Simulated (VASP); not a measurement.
The system is CuO.

```
CELL_PARAMETERS angstrom
2.25086 -1.64486 0.00000
2.25086 1.64486 0.00000
-0.82613 0.00000 5.05944
ATOMIC_POSITIONS crystal
Cu 0.49680 0.00320 0.50000
Cu 0.00320 0.49680 0.00000
O 0.40560 0.57140 0.75370
O 0.57140 0.40560 0.25370
```

* Program: VASP 6.6.1
* Task: relaxation of the atoms
* Functional: PBE
* Potentials or basis: VASP PAW PBE potentials, release 64 (Cu, O)
* Cutoff: 520 eV
* k mesh: 8 × 8 × 5
* Occupations: fermi-dirac, width 0.05 eV
* Spin: no spin polarisation

At the start: pressure 23.1 GPa; volume 9.37 Å³/atom.

Q: Where does the relaxation end?

A: Over 9 steps the energy falls by 13.9 meV/atom; space group Cc (No. 9, to 0.1 Å) before, C2/c (No. 15, to 0.1 Å).

The path:
```
step  energy change (eV)  largest force (eV/Å)  pressure (GPa)
   1              0.0000                0.9952           23.12
   2             -0.0400                0.5220           22.70
   3             -0.0552                0.0393           22.30
   4             -0.0552                0.0430           22.44
   5             -0.0553                0.0246           22.49
   6             -0.0553                0.0236           22.57
   7             -0.0554                0.0194           22.81
   8             -0.0554                0.0121           22.65
   9             -0.0554                0.0065           22.70
```

Final structure:
```
Cu O
1.0
     2.25086   -1.64486    0.00000
     2.25086    1.64486    0.00000
    -0.82613    0.00000    5.05944
Cu O
2 2
Direct
  0.49499 0.99382 0.50191
  0.99382 0.49499 0.00191
  0.41352 0.57468 0.75179
  0.57468 0.41352 0.25179
```
